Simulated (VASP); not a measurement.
# SiC (I-4m2) in VASP: G0W0 quasiparticle levels with PBE

Aim: the G0W0 quasiparticle levels of SiC with PBE.

Program: VASP 6.6.1. These are calculated values, not measurements. Logs are shortened: lines on timing, memory, paths and dates and some standing lists are left out, and cuts for length are marked.

**1. The cell of the first run**

It takes space group I-4m2 (No. 119, tetragonal). Conventional cell: a = 3.080 Å, b = 3.080 Å, c = 4.400 Å, α = 90.00°, β = 90.00°, γ = 90.00°. Within 2.5 Å of Si (site symmetry -4m2) lie 4 C at 1.89 Å. Within 2.5 Å of C (site symmetry -4m2) lie 4 Si at 1.89 Å.

**2. G0W0 quasiparticle levels, PBE**

Input file POSCAR:

```
SiC
1.0
    0.0000000000      2.1780523510      2.1998328745
    2.1780523510      0.0000000000      2.1998328745
    2.1780523510      2.1780523510      0.0000000000
Si C
1 1
Direct
    0.0000000000      0.0000000000      0.0000000000
    0.2500000000      0.2500000000      0.2500000000
```

Input file INCAR.step1:

```
PREC = Accurate ; ENCUT = 500
EDIFF = 1E-8 ; ISMEAR = 0
SIGMA = 0.01 ; LREAL = F
LASPH = T ; NELM = 100
ALGO = Normal ; LWAVE = T
LCHARG = F ; GGA = PE
```

Input file INCAR.step2:

```
PREC = Accurate ; ENCUT = 500
EDIFF = 1E-8 ; ISMEAR = 0
SIGMA = 0.01 ; LREAL = F
LASPH = T ; NELM = 1
ALGO = Exact ; LWAVE = T
LCHARG = F ; GGA = PE
NBANDS = 91 ; LOPTICS = T
ISTART = 1
```

Input file INCAR.step3:

```
PREC = Accurate ; ENCUT = 500
EDIFF = 1E-8 ; ISMEAR = 0
SIGMA = 0.01 ; LREAL = F
LASPH = T ; ALGO = EVGW0
LWAVE = F ; LCHARG = F
GGA = PE ; NELMGW = 1
NBANDS = 91 ; ENCUTGW = 150.0
NOMEGA = 96 ; PRECFOCK = Fast
ISTART = 1 ; NBANDSGW = 12
OMEGAMAX = 20
```

Input file KPOINTS:

```
Automatic mesh
0
Gamma
  6 6 6
```

Potentials or basis: VASP PAW PBE potentials, release 64 (Si_GW, C_GW).

Command:

```bash
> cat potpaw_PBE.64/Si_GW/POTCAR potpaw_PBE.64/C_GW/POTCAR > POTCAR
> cp INCAR.step1 INCAR
> mpirun -np 1 vasp_std > vasp.out
> cp INCAR.step2 INCAR
> mpirun -np 1 vasp_std > vasp.out
> cp INCAR.step3 INCAR
> mpirun -np 1 vasp_std > vasp.out
```

OUTCAR:

```text
PREC = Accurate
   ENCUT = 500
   EDIFF = 1E-8
   ISMEAR = 0
   LREAL = F
   LASPH = T
   GGA = PE
   NELMGW = 1
   ENCUTGW = 150.0
   PRECFOCK = Fast
   ISTART = 1

 ion  position               nearest neighbor table
   1  0.000  0.000  0.000-   2 1.89   2 1.89   2 1.89   2 1.89
   2  0.250  0.250  0.250-   1 1.89   1 1.89   1 1.89   1 1.89

  LATTYP: Found a body centered tetragonal cell.
 ALAT       =     3.0802311743
 C/A-ratio  =     1.4283556980

  Lattice vectors:

 A1 = (  -2.1780523510,   0.0000000000,   2.1998328745)
 A2 = (   2.1780523510,   0.0000000000,   2.1998328745)
 A3 = (   0.0000000000,   2.1780523510,  -2.1998328745)

Analysis of symmetry for initial positions (statically):
=====================================================================
 Subroutine PRICEL returns:
 Original cell was already a primitive cell.

 Routine SETGRP: Setting up the symmetry group for a
 body centered tetragonal supercell.

 Subroutine GETGRP returns: Found  8 space group operations
 (whereof  8 operations were pure point group operations)
 out of a pool of 16 trial point group operations.

The static configuration has the point symmetry D_2d.

Analysis of symmetry for dynamics (positions and initial velocities):
=====================================================================
 Subroutine PRICEL returns:
 Original cell was already a primitive cell.

 Routine SETGRP: Setting up the symmetry group for a
 body centered tetragonal supercell.

 Subroutine GETGRP returns: Found  8 space group operations
 (whereof  8 operations were pure point group operations)
 out of a pool of 16 trial point group operations.

The dynamic configuration has the point symmetry D_2d.

 Subroutine INISYM returns: Found  8 space group operations
 (whereof  8 operations are pure point group operations),
 and found     1 'primitive' translations

----------------------------------------------------------------------------------------

                                     Primitive cell

  volume of cell :      20.8716

  direct lattice vectors                    reciprocal lattice vectors
     0.000000000  2.178052351  2.199832875    -0.229562894  0.229562894  0.227289994
     2.178052351  0.000000000  2.199832875     0.229562894 -0.229562894  0.227289994
     2.178052351  2.178052351  0.000000000     0.229562894  0.229562894 -0.227289994

  length of vectors
     3.095670641  3.095670641  3.080231174     0.396306681  0.396306681  0.396306681

  position of ions in fractional coordinates (direct lattice)
     0.000000000  0.000000000  0.000000000
     0.250000000  0.250000000  0.250000000

  ion indices of the primitive-cell ions
   primitive index   ion index
                 1           1
                 2           2

----------------------------------------------------------------------------------------

 KPOINTS: Automatic mesh

Automatic generation of k-mesh.
 Grid dimensions read from file:
 generate k-points for:    6    6    6

 Generating k-lattice:

  Cartesian coordinates                     Fractional coordinates (reciprocal lattice)
    -0.038260482  0.038260482  0.037881666     0.166666667  0.000000000  0.000000000
     0.038260482 -0.038260482  0.037881666     0.000000000  0.166666667  0.000000000
     0.038260482  0.038260482 -0.037881666    -0.000000000 -0.000000000  0.166666667

  Length of vectors
     0.066051113  0.066051113  0.066051113

  Shift w.r.t. Gamma in fractional coordinates (k-lattice)
     0.000000000  0.000000000  0.000000000

 Subroutine IBZKPT returns following result:
 ===========================================

 Found     30 irreducible k-points:

 Following reciprocal coordinates:
            Coordinates               Weight
  0.000000  0.000000  0.000000      1.000000
  0.166667  0.000000  0.000000      8.000000
  0.333333 -0.000000  0.000000      8.000000
  0.500000 -0.000000  0.000000      4.000000
  0.166667  0.166667  0.000000      2.000000
  0.333333  0.166667  0.000000      8.000000
[... 16 lines left out ...]
  0.333333  0.000000  0.333333      4.000000
  0.500000  0.000000  0.333333     16.000000
 [... further k-points ...]
   k-points           NKPTS =     30   k-points in BZ     NKDIM =    216   number of bands    NBANDS=     91
   number of dos      NEDOS =    301   number of ions     NIONS =      2
   total plane-waves  NPLWV =  13824
   dimension x,y,z NGX =    24 NGY =   24 NGZ =   24
   dimension x,y,z NGXF=    48 NGYF=   48 NGZF=   48
   ions per type =               1   1
   NGX,Y,Z   is equivalent  to a cutoff of  12.89, 12.89, 12.95 a.u.
   NGXF,Y,Z  is equivalent  to a cutoff of  25.78, 25.78, 25.91 a.u.
 SYSTEM =  unknown system
   PREC   = accura    normal or accurate (medium, high low for compatibility)
   ISTART =      1    job   : 0-new  1-cont  2-samecut
   ICHARG =      0    charge: 1-file 2-atom 10-const
   ISPIN  =      1    spin polarized calculation?
   LNONCOLLINEAR =      F non collinear calculations
   LSORBIT =      F    spin-orbit coupling
   LASPH  =      T    aspherical Exc in radial PAW
   ENCUT  =  500.0 eV  36.75 Ry    6.06 a.u.   5.64  5.64  5.62*2*pi/ulx,y,z
   NELM   =     60;   NELMIN=  2; NELMDL=  0     # of ELM steps
   EDIFF  = 0.1E-07   stopping-criterion for ELM
   LREAL  =      F    real-space projection
   EDIFFG = 0.1E-06   stopping-criterion for IOM
   NSW    =      0    number of steps for IOM
   IBRION =     -1    ionic relax: 0-MD 1-quasi-New 2-CG
   NFREE  =      0    steps in history (QN), initial steepest desc. (CG)
   ISIF   =      0    stress and relaxation
   ISYM   =      3    0-nonsym 1-usesym 2-fastsym
   POTIM  = 0.5000    time-step for ionic-motion
   TEBEG  =    0.0;   TEEND  =   0.0 temperature during run
   PSTRESS=    0.0 pullay stress
   NELECT =       8.0000    total number of electrons
   NUPDOWN=      -1.0000    fix difference up-down
   EMIN   =  10.00;   EMAX   =-10.00  energy-range for DOS
   EFERMI =   0.00;   METHOD = LEGACY
   ISMEAR =     0;   SIGMA  =   0.01  broadening in eV -4-tet -1-fermi 0-gaus
   EFERMI_NEDOS =   21; number of points for ismear=-14 and -15
   IALGO  =     38    algorithm
   IMIX   =      4    mixing-type and parameters
     AMIX     =   0.40;   BMIX     =  1.00
     AMIX_MAG =   1.60;   BMIX_MAG =  1.00
  volume/ion in A,a.u.               =      10.44        70.42
  Fermi-wavevector in a.u.,A,eV,Ry     =   1.189194  2.247251 19.241120  1.414182
  Thomas-Fermi vector in A             =   2.325307
   LORBIT       =      0    0 simple, 1 ext, 2 COOP (PROOUT), +10 PAW based schemes
   GGA     = PE    functional components
   LHFCALC =     T    Hartree Fock is set to
   PRECFOCK=fast      Normal, Fast or Accurate (Low or Medium for compatibility)
   ENCUT4O =  -1.0   cutoff for four orbital integrals eV
   NKREDX  =     1    reduce k-point grid by
   NKREDY  =     1    reduce k-point grid by
   NKREDZ  =     1    reduce k-point grid by
   AEXX    =    1.0000 exact exchange contribution
   HFSCREEN=    0.0000 screening length (either q_TF or 0.3 A-1)
   HFSCREENC=   0.0000 screening length for correlation (either q_TF or 0.3 A-1)
   ENCUTFOCK=  -1.0 apply spherical cutoff to Coloumb kernel
   IVDW    =     0    specifies the selected vdW correction
   LEPSILON=     F    determine dielectric tensor
   LRPA    =     F    only Hartree local field effects (RPA)
   LRPAFORCE           =     F    calculate RPA forces
   ENCUTGW             = 150.0    cutoff for response function in eV
   ENCUTGWSOFT         = 120.0    soft cutoff for Coulomb kernel in GW response function in eV
   ENCUTLF             =  -1.0    cutoff for local field effects
   NELMGW              =     1    number of iterations in solving QP/BSE equation
   NELMHF              =     1    number of iterations in the inner HF iteration
   NKREDLFX            =     1    NKREDLFY  =   1   NKREDLFZ  =   1
 non-spin polarized calculation
 Gauss-broadening in eV      SIGMA  =   0.01
  energy-cutoff  :      500.00
  volume of cell :       20.87
 maximum number of plane-waves:       544
 NGX is ok and might be reduce to    24
  NGX = 14; NGY = 14; NGZ = 14
   NGX = 11   NGY = 11   NGZ = 11
 maximum number of plane-waves:        92
 NGX is ok and might be reduce to    14

 QP shifts <psi_nk| G(iteration)W_0 |psi_nk>: iteration 1
 for sc-GW calculations column KS-energies equals QP-energies in previous step
 and V_xc(KS)=  KS-energies - (<T + V_ion + V_H > + <T+V_H+V_ion>^1  + <V_x>^1)

 k-point   1 :       0.0000    0.0000    0.0000
  band No.  KS-energies  QP-energies   sigma(KS)   V_xc(KS)     V^pw_x(r,r')   Z            occupation Imag(sigma)

      1      -7.6605      -8.6718     -14.1291     -12.7160     -21.6494       0.7157       2.0000       1.2970
      2       7.6363       7.0508     -15.5234     -14.7806     -17.3918       0.7882       2.0000       0.0282
      3       7.7049       7.1224     -15.5161     -14.7769     -17.3804       0.7881       2.0000       0.0281
      4       7.7049       7.1224     -15.5161     -14.7769     -17.3804       0.7881       2.0000       0.0281
      5      13.8074      14.3185     -12.5123     -13.1687      -7.4068       0.7787       0.0000      -0.0694
      6      14.9110      15.4642     -10.8191     -11.5174      -5.7443       0.7921       0.0000      -0.0677
      7      14.9110      15.4642     -10.8191     -11.5174      -5.7443       0.7921       0.0000      -0.0677
      8      14.9372      15.4899     -10.8244     -11.5222      -5.7454       0.7920       0.0000      -0.0677
      9      21.9657      22.5742     -10.6110     -11.3895      -4.5152       0.7817       0.0000      -0.2324
     10      22.2697      22.8805     -10.6182     -11.3988      -4.4644       0.7825       0.0000      -0.2494
     11      24.0060      24.2235      -9.4852      -9.7670      -2.9100       0.7720       0.0000      -0.3779
     12      24.6196      24.8443      -9.9074     -10.1989      -2.9549       0.7706       0.0000      -0.6149

 k-point   2 :       0.1667    0.0000    0.0000
  band No.  KS-energies  QP-energies   sigma(KS)   V_xc(KS)     V^pw_x(r,r')   Z            occupation Imag(sigma)

      1      -7.1252      -8.1372     -14.1878     -12.7929     -21.5465       0.7255       2.0000       1.2158
      2       5.3139       4.5618     -14.8222     -13.8488     -17.2960       0.7727       2.0000       0.0421
      3       7.3184       6.7049     -15.3847     -14.6050     -17.3221       0.7869       2.0000       0.0292
      4       7.3862       6.7766     -15.3866     -14.6119     -17.3164       0.7870       2.0000       0.0290
      5      13.9358      14.4385     -11.5872     -12.2243      -6.5957       0.7891       0.0000      -0.0659
      6      15.4244      15.9982     -10.9310     -11.6599      -5.6851       0.7873       0.0000      -0.0765
      7      15.4456      16.0215     -10.9278     -11.6597      -5.6768       0.7870       0.0000      -0.0770
      8      15.9518      16.5930     -12.2268     -13.0569      -6.7485       0.7723       0.0000      -0.0949
      9      20.5182      21.0122     -10.2404     -10.8679      -4.3290       0.7872       0.0000      -0.2099
     10      20.6900      21.1824     -10.2277     -10.8534      -4.2818       0.7870       0.0000      -0.2192
     11      23.2763      23.4128      -9.4434      -9.6171      -2.8288       0.7859       0.0000      -0.4570
     12      26.5045      26.8550     -10.1325     -10.5875      -3.0831       0.7705       0.0000      -0.6144
[... 324 lines left out ...]
      1      -4.8897      -5.8325     -14.5038     -13.2113     -21.2218       0.7295       2.0000       0.8932
      2       2.6627       1.8294     -14.8750     -13.7497     -18.4621       0.7405       2.0000       0.1020
      3       5.0422       4.2533     -14.6606     -13.6384     -17.2006       0.7717       2.0000       0.0422
      4       5.0667       4.2795     -14.6592     -13.6384     -17.2059       0.7711       2.0000       0.0425
      5      10.2927      10.5667     -10.2158     -10.5536      -5.9795       0.8112       0.0000      -0.0496
      6      12.8111      13.2327     -10.3861     -10.9060      -5.8207       0.8110       0.0000      -0.0539
      7      19.5774      20.2449     -11.7773     -12.6668      -5.1899       0.7505       0.0000      -0.2202
      8      19.8639      20.5373     -11.8229     -12.7217      -5.1821       0.7493       0.0000      -0.2323
      9      20.6509      21.3588     -12.6783     -13.6198      -5.9351       0.7519       0.0000      -0.2658
     10      25.1899      25.7470     -10.6309     -11.3484      -3.7644       0.7764       0.0000      -0.5008
     11      29.8132      30.2658     -11.2384     -11.8420      -3.3108       0.7498       0.0000      -1.0076
     12      29.8590      30.4122     -11.0256     -11.7516      -3.4049       0.7620       0.0000      -0.9877

 k-point  24 :       0.5000    0.0000    0.3333
  band No.  KS-energies  QP-energies   sigma(KS)   V_xc(KS)     V^pw_x(r,r')   Z            occupation Imag(sigma)

      1      -3.3457      -4.2432     -15.0299     -13.8037     -21.3831       0.7320       2.0000       0.6910
      2       0.8701      -0.0005     -14.2483     -13.0614     -18.3953       0.7335       2.0000       0.1935
      3       3.3571       2.5075     -13.8550     -12.7369     -16.7590       0.7599       2.0000       0.0667
      4       4.8819       4.0843     -14.6458     -13.6108     -17.2383       0.7706       2.0000       0.0441
      5      10.3686      10.6534     -10.4581     -10.8099      -6.2740       0.8096       0.0000      -0.0490
      6      13.7901      14.2792     -10.9032     -11.5129      -6.1492       0.8022       0.0000      -0.0589
      7      19.5906      20.2301     -11.8041     -12.6543      -5.2247       0.7521       0.0000      -0.2240
      8      19.8856      20.5306     -11.7360     -12.5923      -5.1064       0.7533       0.0000      -0.2385
      9      21.8294      22.5254     -12.4106     -13.3535      -5.1852       0.7381       0.0000      -0.3519
     10      25.6290      26.1376     -10.7853     -11.4488      -3.5180       0.7666       0.0000      -0.5852
     11      29.0660      29.7201     -11.8537     -12.7285      -4.0392       0.7475       0.0000      -0.8691
     12      30.1422      30.8279     -11.6364     -12.5416      -4.1652       0.7575       0.0000      -0.9004

 [... further k-points ...]
```

Run time: 5.2 min. Hardware: 1 thread of Intel Xeon Platinum 8488C (Sapphire Rapids), shared host; peak memory 0.45 GiB.

What came out:

| Item | Value |
| --- | --- |
| Quasiparticle gap | 2.10 eV |
| Least direct quasiparticle gap | 5.55 eV |
| Band gap of the starting levels on the mesh | 1.31 eV |
| Least direct gap of the starting levels on the mesh | 4.52 eV |

Caveat: the k points lie up to 0.42 Å⁻¹ apart; bands, screening cutoff and mesh are small and nothing is extrapolated, so the quasiparticle values aren't converged.
